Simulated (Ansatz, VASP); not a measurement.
## HfW2S6 in VASP and in Ansatz

```
Hf W S
1.0
     0.00000    4.65957    4.65957
     4.65957    0.00000    4.65957
     4.65957    4.65957    0.00000
Hf W S
1 2 6
Direct
  0.00000 0.00000 0.00000
  0.75000 0.75000 0.75000
  0.25000 0.25000 0.25000
  0.50000 0.00000 0.00000
  0.00000 0.50000 0.50000
  0.00000 0.50000 0.00000
  0.50000 0.00000 0.50000
  0.00000 0.00000 0.50000
  0.50000 0.50000 0.00000
```

Change from the starting cell: ordered vacancies on the A sites of perovskite (Fm-3m, No. 225).

Alike in both runs: functional PBE; k mesh 8 × 8 × 8; occupations gaussian, width 0.1 eV; no spin polarisation.

Ansatz relaxed the structure, and its values are those at the end. VASP's run is a single point on that final structure, the one shown.

```csv
,VASP,Ansatz
version,VASP 6.6.1,Ansatz 0.2.0
potentials or method,"VASP PAW PBE potentials, release 64 (Hf_pv, W_sv, S), cutoff 520 eV","scalar-relativistic, plane waves, PAW"
valence electrons in the cell,74,90
```

|  | VASP | Ansatz | Ansatz less VASP |
| --- | --- | --- | --- |
| gap on the k mesh at the Fermi level (eV) | none | none | - |
| pressure (GPa) | -0.1 | 0.0 | +0.10 |

A gap of «none» marks a metal or a gap that the smearing closes. The functional is the same, so the differences come from potentials, cutoffs and numerics. VASP's potentials hold 74 valence electrons a cell and Ansatz's 90, so a difference there can come from the potentials and not from the codes.

Neither program's run includes spin-orbit coupling.
